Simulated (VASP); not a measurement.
# Sn (P-1) in VASP: single point with PBEsol

Aim: the single point of Sn with PBEsol.

All numbers are computed with VASP 6.6.1; they aren't measurements. Logs are shortened: lines on timing, memory, paths and dates and some standing lists are left out, and cuts for length are marked.

### 1 The cell of the first run

The typed cell holds 2 atoms: a = 4.455 Å, b = 4.455 Å, c = 4.455 Å, α = 97.40°, β = 97.40°, γ = 137.92°.

### 2 Single point, PBEsol (one atom moved)

File INCAR:

```
SYSTEM = Sn
PREC = Accurate
ENCUT = 520
EDIFF = 1E-6
ISMEAR = 0
SIGMA = 0.1
LREAL = .FALSE.
LASPH = .TRUE.
NELM = 60
ALGO = Fast
ISIF = 2
LWAVE = .FALSE.
LCHARG = .FALSE.
GGA = PS
NBANDS = 21
```

File KPOINTS:

```
regular mesh
0
G
  14 14 14
  0 0 0
```

File POSCAR:

```
Sn
1.0
   -2.9401404553      2.9401404553      1.5993019889
    2.9401404553     -2.9401404553      1.5993019889
    2.9401404553      2.9401404553     -1.5993019889
Sn
2
Direct
    0.7528154095      0.2399469767      0.5304288184
    0.0000000000      0.0000000000      0.0000000000
```

Potentials or basis: VASP PAW PBE potentials, release 64 (Sn_d).

Command:

```bash
> cat potpaw_PBE.64/Sn_d/POTCAR > POTCAR
> mpirun -np 1 vasp_std > vasp.out
```

OUTCAR:

```text
SYSTEM = Sn
   PREC = Accurate
   ENCUT = 520
   EDIFF = 1E-6
   ISMEAR = 0
   LREAL = .FALSE.
   LASPH = .TRUE.
   NELM = 60
   ISIF = 2
   GGA = PS

 ion  position               nearest neighbor table
   1  0.753  0.240  0.530-   2 2.91   2 3.02   2 3.12   2 3.16   2 3.72   2 3.74
   2  0.000  0.000  0.000-   1 2.91   1 3.02   1 3.12   1 3.16   1 3.72   1 3.74

  LATTYP: Found a body centered tetragonal cell.
 ALAT       =     5.8802809106
 C/A-ratio  =     0.5439542815

  Lattice vectors:

 A1 = (  -2.9401404553,   2.9401404553,   1.5993019889)
 A2 = (   2.9401404553,  -2.9401404553,   1.5993019889)
 A3 = (   2.9401404553,   2.9401404553,  -1.5993019889)

Analysis of symmetry for initial positions (statically):
=====================================================================
 Subroutine PRICEL returns:
 Original cell was already a primitive cell.

 Routine SETGRP: Setting up the symmetry group for a
 body centered tetragonal supercell.

 Subroutine GETGRP returns: Found  2 space group operations
 (whereof  1 operations were pure point group operations)
 out of a pool of 16 trial point group operations.

The static configuration has the point symmetry C_1 .
 The point group associated with its full space group is S_2 .

Analysis of symmetry for dynamics (positions and initial velocities):
=====================================================================
 Subroutine PRICEL returns:
 Original cell was already a primitive cell.

 Routine SETGRP: Setting up the symmetry group for a
 body centered tetragonal supercell.

 Subroutine GETGRP returns: Found  2 space group operations
 (whereof  1 operations were pure point group operations)
 out of a pool of 16 trial point group operations.

The dynamic configuration has the point symmetry C_1 .
 The point group associated with its full space group is S_2 .

 Subroutine INISYM returns: Found  2 space group operations
 (whereof  1 operations are pure point group operations),
 and found     1 'primitive' translations

----------------------------------------------------------------------------------------

                                     Primitive cell

  volume of cell :      55.3002

  direct lattice vectors                    reciprocal lattice vectors
    -2.940140455  2.940140455  1.599301989     0.000000000  0.170059903  0.312636390
     2.940140455 -2.940140455  1.599301989     0.170059903  0.000000000  0.312636390
     2.940140455  2.940140455 -1.599301989     0.170059903  0.170059903  0.000000000

  length of vectors
     4.454954393  4.454954393  4.454954393     0.355895888  0.355895888  0.240501021

  position of ions in fractional coordinates (direct lattice)
     0.752815410  0.239946977  0.530428818
     0.000000000  0.000000000  0.000000000

  ion indices of the primitive-cell ions
   primitive index   ion index
                 1           1
                 2           2

----------------------------------------------------------------------------------------

 KPOINTS: regular mesh

Automatic generation of k-mesh.
 Grid dimensions read from file:
 generate k-points for:   14   14   14

 Generating k-lattice:

  Cartesian coordinates                     Fractional coordinates (reciprocal lattice)
     0.000000000  0.012147136  0.022331171     0.071428571 -0.000000000  0.000000000
     0.012147136  0.000000000  0.022331171    -0.000000000  0.071428571  0.000000000
     0.012147136  0.012147136  0.000000000     0.000000000  0.000000000  0.071428571

  Length of vectors
     0.025421135  0.025421135  0.017178644

  Shift w.r.t. Gamma in fractional coordinates (k-lattice)
     0.000000000  0.000000000  0.000000000

 Subroutine IBZKPT returns following result:
 ===========================================

 Found   1376 irreducible k-points:

 Following reciprocal coordinates:
            Coordinates               Weight
  0.000000  0.000000  0.000000      1.000000
  0.071429 -0.000000  0.000000      2.000000
  0.071429 -0.000000 -0.071429      2.000000
 -0.000000  0.071429 -0.071429      2.000000
 -0.000000  0.071429  0.000000      2.000000
  0.142857 -0.000000  0.000000      2.000000
[... 16 lines left out ...]
  0.428571 -0.000000 -0.428571      2.000000
 -0.000000  0.428571 -0.428571      2.000000
 [... further k-points ...]
   k-points           NKPTS =   1376   k-points in BZ     NKDIM =   1376   number of bands    NBANDS=     21
   number of dos      NEDOS =    301   number of ions     NIONS =      2
   total plane-waves  NPLWV =  46656
   dimension x,y,z NGX =    36 NGY =   36 NGZ =   36
   dimension x,y,z NGXF=    72 NGYF=   72 NGZF=   72
   ions per type =               2
   NGX,Y,Z   is equivalent  to a cutoff of  13.43, 13.43, 13.43 a.u.
   NGXF,Y,Z  is equivalent  to a cutoff of  26.87, 26.87, 26.87 a.u.
 SYSTEM =  Sn
   PREC   = accura    normal or accurate (medium, high low for compatibility)
   ISTART =      0    job   : 0-new  1-cont  2-samecut
   ICHARG =      2    charge: 1-file 2-atom 10-const
   ISPIN  =      1    spin polarized calculation?
   LNONCOLLINEAR =      F non collinear calculations
   LSORBIT =      F    spin-orbit coupling
   LASPH  =      T    aspherical Exc in radial PAW
   ENCUT  =  520.0 eV  38.22 Ry    6.18 a.u.   8.28  8.28  8.28*2*pi/ulx,y,z
   NELM   =     60;   NELMIN=  2; NELMDL= -5     # of ELM steps
   EDIFF  = 0.1E-05   stopping-criterion for ELM
   LREAL  =      F    real-space projection
   EDIFFG = 0.1E-04   stopping-criterion for IOM
   NSW    =      0    number of steps for IOM
   IBRION =     -1    ionic relax: 0-MD 1-quasi-New 2-CG
   NFREE  =      0    steps in history (QN), initial steepest desc. (CG)
   ISIF   =      2    stress and relaxation
   ISYM   =      2    0-nonsym 1-usesym 2-fastsym
   POTIM  = 0.5000    time-step for ionic-motion
   TEBEG  =    0.0;   TEEND  =   0.0 temperature during run
   PSTRESS=    0.0 pullay stress
   NELECT =      28.0000    total number of electrons
   NUPDOWN=      -1.0000    fix difference up-down
   EMIN   =  10.00;   EMAX   =-10.00  energy-range for DOS
   EFERMI =   0.00;   METHOD = LEGACY
   ISMEAR =     0;   SIGMA  =   0.10  broadening in eV -4-tet -1-fermi 0-gaus
   EFERMI_NEDOS =   21; number of points for ismear=-14 and -15
   IALGO  =     68    algorithm
   IMIX   =      4    mixing-type and parameters
     AMIX     =   0.40;   BMIX     =  1.00
     AMIX_MAG =   1.60;   BMIX_MAG =  1.00
  volume/ion in A,a.u.               =      27.65       186.59
  Fermi-wavevector in a.u.,A,eV,Ry     =   1.304824  2.465760 23.164816  1.702566
  Thomas-Fermi vector in A             =   2.435734
   LORBIT       =      0    0 simple, 1 ext, 2 COOP (PROOUT), +10 PAW based schemes
   GGA     = PS    functional components
   LHFCALC =     F    Hartree Fock is set to
   AEXX    =    0.0000 exact exchange contribution
   IVDW    =     0    specifies the selected vdW correction
   LEPSILON=     F    determine dielectric tensor
   LRPA    =     F    only Hartree local field effects (RPA)
 non-spin polarized calculation
 RMM-DIIS sequential band-by-band and
 Gauss-broadening in eV      SIGMA  =   0.10
  energy-cutoff  :      520.00
  volume of cell :       55.30
 maximum number of plane-waves:      1510
 NGX is ok and might be reduce to    36
   NGX = 17   NGY = 17   NGZ = 17

 number of electron      27.9999992 magnetization

 Free energy of the ion-electron system (eV)
  ---------------------------------------------------
  ext. energy  EPLUGINS =         0.00000000
  ---------------------------------------------------
  free energy    TOTEN  =        -8.47676268 eV

  energy without entropy =       -8.47100944  energy(sigma->0) =       -8.47388606

 E-fermi :   7.5648     XC(G=0): -10.3600

 val. band max:        7.5642011558   @ k =   0.0714   0.2143   0.4286
 cond. band min:       7.5650248643   @ k =   0.5000  -0.1429  -0.2857
 fundamental gap:      0.0008237085
 Fermi energy:         7.5647997467

 k-point     1 :       0.0000    0.0000    0.0000
  band No.  band energies     occupation
      1     -13.9565      2.00000
      2     -13.8666      2.00000
      3     -13.8265      2.00000
      4     -13.8149      2.00000
      5     -13.6774      2.00000
      6     -13.6677      2.00000
[... 13 lines left out ...]
     20      17.3483      0.00000
     21      17.9580      0.00000

 k-point     2 :       0.0714   -0.0000    0.0000
  band No.  band energies     occupation
      1     -13.9534      2.00000
      2     -13.8575      2.00000
      3     -13.8233      2.00000
      4     -13.8034      2.00000
      5     -13.6823      2.00000
      6     -13.6730      2.00000
[... 13 lines left out ...]
     20      17.1569      0.00000
     21      17.2818      0.00000

 k-point     3 :       0.0714   -0.0000   -0.0714
  band No.  band energies     occupation
      1     -13.9537      2.00000
      2     -13.8574      2.00000
      3     -13.8232      2.00000
      4     -13.8036      2.00000
      5     -13.6822      2.00000
      6     -13.6741      2.00000
[... 13 lines left out ...]
     20      17.1234      0.00000
     21      17.2648      0.00000

 k-point     4 :      -0.0000    0.0714   -0.0714
  band No.  band energies     occupation
      1     -13.9527      2.00000
      2     -13.8568      2.00000
      3     -13.8226      2.00000
      4     -13.8037      2.00000
      5     -13.6820      2.00000
      6     -13.6756      2.00000
[... 13 lines left out ...]
     20      17.1045      0.00000
     21      17.2821      0.00000

 k-point     5 :      -0.0000    0.0714    0.0000
  band No.  band energies     occupation
      1     -13.9535      2.00000
      2     -13.8570      2.00000
      3     -13.8229      2.00000
      4     -13.8037      2.00000
      5     -13.6839      2.00000
      6     -13.6736      2.00000
[... 13 lines left out ...]
     20      17.0977      0.00000
     21      17.2629      0.00000

 k-point     6 :       0.1429   -0.0000    0.0000
  band No.  band energies     occupation
      1     -13.9445      2.00000
      2     -13.8330      2.00000
      3     -13.8141      2.00000
      4     -13.7739      2.00000
      5     -13.6955      2.00000
      6     -13.6832      2.00000
[... 13 lines left out ...]
     20      15.9774      0.00000
     21      16.2195      0.00000

 k-point     7 :       0.1429   -0.0000   -0.1429
  band No.  band energies     occupation
      1     -13.9455      2.00000
      2     -13.8330      2.00000
      3     -13.8139      2.00000
      4     -13.7754      2.00000
      5     -13.6981      2.00000
      6     -13.6805      2.00000
[... 13 lines left out ...]
     20      15.9510      0.00000
     21      16.1682      0.00000
[... 291 lines left out ...]
      1     -13.8851      2.00000
      2     -13.7868      2.00000
      3     -13.7816      2.00000
      4     -13.7531      2.00000
      5     -13.7197      2.00000
      6     -13.7039      2.00000
[... 13 lines left out ...]
     20      14.3680      0.00000
     21      17.3426      0.00000

 k-point    21 :      -0.0000    0.3571    0.0000
  band No.  band energies     occupation
      1     -13.9014      2.00000
      2     -13.7906      2.00000
      3     -13.7837      2.00000
      4     -13.7670      2.00000
      5     -13.7342      2.00000
      6     -13.6851      2.00000
[... 13 lines left out ...]
     20      14.4697      0.00000
     21      17.1794      0.00000

 k-point    22 :       0.4286   -0.0000    0.0000
  band No.  band energies     occupation
      1     -13.8958      2.00000
      2     -13.7930      2.00000
      3     -13.7769      2.00000
      4     -13.7540      2.00000
      5     -13.7435      2.00000
      6     -13.7159      2.00000
[... 13 lines left out ...]
     20      16.0093      0.00000
     21      18.1410      0.00000

 k-point    23 :       0.4286   -0.0000   -0.4286
  band No.  band energies     occupation
      1     -13.9008      2.00000
      2     -13.7943      2.00000
      3     -13.7914      2.00000
      4     -13.7711      2.00000
      5     -13.7409      2.00000
      6     -13.6932      2.00000
[... 13 lines left out ...]
     20      15.9955      0.00000
     21      17.9566      0.00000

 k-point    24 :      -0.0000    0.4286   -0.4286
  band No.  band energies     occupation
      1     -13.8673      2.00000
      2     -13.8122      2.00000
      3     -13.7870      2.00000
      4     -13.7474      2.00000
      5     -13.7140      2.00000
      6     -13.6989      2.00000
[... 13 lines left out ...]
     20      15.8484      0.00000
     21      17.8162      0.00000

 [... further k-points ...]

------------------------ aborting loop because EDIFF is reached ----------------------------------------

  FORCE on cell =-STRESS in cart. coord.  units (eV):
  Direction    XX          YY          ZZ          XY          YZ          ZX
  --------------------------------------------------------------------------------------
  -------------------------------------------------------------------------------------
  Total       -0.6936900      0.0251836     -0.4534147     -0.0185804     -0.2677910      0.0968901
  in kB      -20.0978391      0.7296285    -13.1364957     -0.5383183     -7.7585385      2.8071356
  external PRESSURE =     -10.8349021 kB  Pullay stress =       0.0000000 kB

 VOLUME and BASIS-vectors are now :
 -----------------------------------------------------------------------------
  energy-cutoff  :      520.00
  volume of cell :       55.30
      direct lattice vectors                 reciprocal lattice vectors
    -2.940140455  2.940140455  1.599301989     0.000000000  0.170059903  0.312636390
     2.940140455 -2.940140455  1.599301989     0.170059903  0.000000000  0.312636390
     2.940140455  2.940140455 -1.599301989     0.170059903  0.170059903  0.000000000

 POSITION                                       TOTAL-FORCE (eV/Angst)
 -----------------------------------------------------------------------------------
      0.05163      3.06744      0.73941        -0.145952     -0.477538      0.064686
      0.00000      0.00000      0.00000         0.145952      0.477538     -0.064686
 -----------------------------------------------------------------------------------
    total drift:                                0.000017      0.000005      0.000009

  FREE ENERGIE OF THE ION-ELECTRON SYSTEM (eV)
  ---------------------------------------------------
  free  energy   TOTEN  =        -8.4767626822 eV

  energy  without entropy=       -8.4710094384  energy(sigma->0) =       -8.47388606
```

It took 53 min on 1 thread of Oxide Virtual Turin-like, shared host; peak memory 1.2 GiB.

What came out:

| Quantity | Value |
| --- | --- |
| Free energy | -8.4768 eV |
| Pressure | -1.1 GPa |
| Largest force | 0.504 eV/Å |
| Band gap on the k mesh | zero (bands 14 and 15 overlap by 3.94 eV) |

Forces in eV/Å, atoms in the order of the input:
```
Sn  -0.146 -0.478  0.065
Sn   0.146  0.478 -0.065
```

Stress tensor (GPa, compression positive):
```
-2.01 -0.05  0.28
-0.05  0.07 -0.78
 0.28 -0.78 -1.31
```

Levels at points of the mesh, in eV from the Fermi level:
```
           k point  band 10  band 11  band 12  band 13  band 14  band 15  band 16  band 17  band 18  band 19
(0.00, 0.00, 0.00)   -21.03   -11.01    -3.69    -1.95    -1.87     2.91     6.13     6.23     6.73     6.84
(0.50, 0.00, 0.00)   -21.09    -7.01    -5.17    -2.41    -1.64    -0.90     1.98     3.11     4.20     7.23
(0.50, 0.00, 0.50)   -21.07    -6.98    -5.15    -2.46    -1.68    -1.08     2.19     3.00     4.56     7.06
(0.00, 0.50, 0.50)   -21.11    -6.70    -5.70    -2.09    -1.69    -1.07     2.25     2.69     4.90     7.24
(0.00, 0.50, 0.00)   -21.08    -6.88    -5.36    -2.32    -1.68    -1.15     2.24     2.91     4.84     7.04
(0.50, 0.50, 0.00)   -21.14    -8.95    -8.65     0.40     0.68     1.60     1.67     5.90     5.98     9.50
(0.00, 0.00, 0.50)   -21.13    -9.14    -8.45     0.21     0.97     1.43     1.68     5.93     5.97     9.48
(0.50, 0.50, 0.50)   -21.19    -7.60    -7.49    -4.68    -4.64     4.82     5.18     9.16     9.28    12.37
```

Caveat: the cell differs from its parent crystal (one atom moved); the PAW data sets were made with another functional, which shifts forces and pressure a little; spin-orbit coupling is left out, which moves the levels of the heavy elements.
